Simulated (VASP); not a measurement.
Input of a VASP 6.6.1 run:

Contents of INCAR:

```
ALGO = Normal ; EDIFF = 1E-6
ENCUT = 520 ; GGA = PS
ISIF = 2 ; ISMEAR = 0
LASPH = True ; LCHARG = False
LREAL = False ; LWAVE = False
NBANDS = 64 ; NELM = 60
PREC = Accurate ; SIGMA = 0.02
```

KPOINTS

```
k-points
0
Gamma
  12 12 1
```

POSCAR

```
MoS2
1.0
    3.1416481950      0.0000000000      0.0000000000
   -1.5708240975      2.7207471466      0.0000000000
    0.0000000000      0.0000000000     36.0986087838
Mo S
4 8
Direct
    0.6666666667      0.3333333333      0.9127273321
    0.6666666667      0.3333333333      0.2613429166
    0.3333333333      0.6666666667      0.7386570834
    0.3333333333      0.6666666667      0.0872726679
    0.3333333333      0.6666666667      0.9559133723
    0.3333333333      0.6666666667      0.3044966206
    0.6666666667      0.3333333333      0.7818501795
    0.6666666667      0.3333333333      0.1304594934
    0.3333333333      0.6666666667      0.8695405066
    0.3333333333      0.6666666667      0.2181498205
    0.6666666667      0.3333333333      0.6955033794
    0.6666666667      0.3333333333      0.0440866277
```

Potentials or basis: VASP PAW PBE potentials, release 64 (Mo_sv, S).

The run is started by

```sh
$ cat potpaw_PBE.64/Mo_sv/POTCAR potpaw_PBE.64/S/POTCAR > POTCAR
$ mpirun -np 1 vasp_std > vasp.out
```

Question: What does it give for the band gap on the k mesh?

Answer: 1.13 eV, indirect (least direct gap 1.76 eV).

Forces on the atoms (eV/Å):
```
Mo   0.000  0.000  0.001
Mo   0.000  0.000  0.001
Mo   0.000  0.000 -0.001
Mo   0.000  0.000 -0.001
S    0.000  0.000  0.002
S    0.000  0.000  0.002
S    0.000  0.000  0.000
S    0.000  0.000  0.000
S    0.000  0.000  0.000
S    0.000  0.000  0.000
S    0.000  0.000 -0.002
S    0.000  0.000 -0.002
```

Caveat: the PAW data sets were made with another functional, which shifts forces and pressure a little.
